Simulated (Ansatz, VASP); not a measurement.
**Two plane-wave programs on HgTe**

```
Hg Te
1.0
     3.79034    0.00000    0.00000
     0.00000    3.79034    0.00000
     0.00000    0.00000    3.79034
Hg Te
1 1
Direct
  0.00000 0.00000 0.00000
  0.50000 0.50000 0.50000
```

Alike in both runs: task single point; functional PBE; k mesh 6 × 6 × 6; occupations fermi-dirac, width 0.02 eV; no spin polarisation.

```csv
,VASP,Ansatz
version,VASP 6.6.1,Ansatz 0.2.0
potentials or method,"VASP PAW PBE potentials, release 64 (Hg, Te)","plane waves, PAW"
plane-wave cutoff (eV),520,420
valence electrons in the cell,18,36
```

Ansatz gave:

```
pressure (GPa) : 0.6
```

Q: Estimate VASP's values.

A: Pressure (GPa): 0.7.

VASP's potentials hold 18 valence electrons a cell and Ansatz's 36, so a difference there can come from the potentials and not from the codes.

Neither program's run includes spin-orbit coupling.
